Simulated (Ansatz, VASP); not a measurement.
**Si2W in VASP and in Ansatz**

```
Si W
1.0
    -1.63373    1.59433    3.94000
     1.59433   -1.63373    3.94000
     1.61767    1.61767   -3.95606
Si W
2 1
Direct
  0.33300 0.33300 0.00000
  0.66700 0.66700 0.00000
  0.00000 0.00000 0.00000
```

Change from the starting cell: equal xy, yz and zx shear strains of -1 %, crystal datasets.

Alike in both runs: task electric field gradients; functional PBE; k mesh 11 × 11 × 14; occupations fermi-dirac, width 0.05 eV; no spin polarisation.

|  | VASP | Ansatz |
| --- | --- | --- |
| version | VASP 6.6.1 | Ansatz 0.2.0 |
| potentials or method | VASP PAW PBE potentials, release 64 (Si, W_sv), cutoff 520 eV | all-electron PAW with datasets made for the crystal, scalar-relativistic |

VASP gave:

```
pressure (GPa)                                                : 1.8
traceless stress, the component that is largest in VASP (GPa) : 2.15
rms of the force components (eV/Å)                            : 0.097
size of Vzz on the site where it differs most (V/Å²)          : 127.5
```

Estimate Ansatz's values.

pressure (GPa): 1.7; traceless stress, the component that is largest in VASP (GPa): 2.15; rms of the force components (eV/Å): 0.100; size of Vzz on the site where it differs most (V/Å²): 148.0.

Atom by atom the forces differ by 0.002 eV/Å (rms over components). Ansatz ran all-electron here, and VASP with PAW potentials.

Neither program's run includes spin-orbit coupling.
